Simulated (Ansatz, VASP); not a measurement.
# Co in VASP and in Ansatz

INCAR

```
SYSTEM = Co
ALGO     = Normal         ! electronic algorithm
EDIFF    = 1E-6           ! SCF threshold, eV
ENCUT    = 520            ! plane-wave cutoff, eV
GGA      = PE             ! functional
ISIF     = 2              ! what is computed and relaxed
ISMEAR   = -1             ! smearing method
ISPIN    = 2              ! spin polarisation
LASPH    = .True.         ! aspherical terms in the spheres
LCHARG   = .True.         ! write CHGCAR
LELF     = .True.         ! ELF
LMAXMIX  = 4              ! l up to which the mixer works
LORBIT   = 11             ! projections on sites
LREAL    = .False.        ! projectors in reciprocal space
LVHAR    = .True.       
LWAVE    = .False.        ! write WAVECAR
MAGMOM   = -1.724 -1.724  ! initial moments
NBANDS   = 20             ! bands
NELM     = 150            ! most SCF steps
PREC     = Accurate       ! precision mode
SIGMA    = 0.05           ! smearing width, eV
```

Contents of KPOINTS:

```
k-points
0
Gamma
  19 19 19
  0 0 0
```

POSCAR

```
Co
1.0
    0.0000000000      2.3414155072      2.3414155072
    2.3414155072      0.0000000000      2.3414155072
    2.3414155072      2.3414155072      0.0000000000
Co
2
Direct
    0.0000000000      0.0000000000      0.0000000000
    0.5000000000      0.5000000000      0.5000000000
```

Input for Ansatz:

```yaml
crystal:
  lattice:
    - [0.0, 2.3414155072, 2.3414155072]
    - [2.3414155072, 0.0, 2.3414155072]
    - [2.3414155072, 2.3414155072, 0.0]
  atoms:
    - { symbol: Co, position: [0.0, 0.0, 0.0], spin: -1.724 }
    - { symbol: Co, position: [0.5, 0.5, 0.5], spin: -1.724 }
hamiltonian:
  xc: pbe
  pseudopotentials:
    kind: paw
    azcp:
      Co: "pseudopotentials/Co.paw.azcp"
basis:
  ecutwfc: 420
  fft_grid_basis: typed
kpoints:
  mp_grid: { grid: [19, 19, 19], shift: [0, 0, 0] }
magnetization:
  spin_polarized: true
scf:
  occupations: { method: fermi_dirac, width: 0.05 }
output:
  stress: true
```

Alike in both runs: task single point; functional PBE; k mesh 19 × 19 × 19; occupations fermi-dirac, width 0.05 eV; collinear spin.

|  | VASP | Ansatz |
| --- | --- | --- |
| version | VASP 6.6.1 | Ansatz 0.2.0 |
| potentials or method | VASP PAW PBE potentials, release 64 (Co), cutoff 520 eV | plane waves (420 eV) with PAW, scalar-relativistic |
| valence electrons in the cell | 18 | 34 |

```tsv
	VASP	Ansatz	Ansatz less VASP
pressure (GPa)	-0.9	-0.1	+0.77
net moment per atom (μB)	1.87	1.89	+0.016
size of the moment on the site where the two differ most (μB)	1.88	1.90	+0.026
```

Site moments also hang on the region over which each program counts them. With one functional, cell and mesh, what is left measures potentials, basis and numerics. VASP's potentials hold 18 valence electrons a cell and Ansatz's 34, so a difference there can come from the potentials and not from the codes.
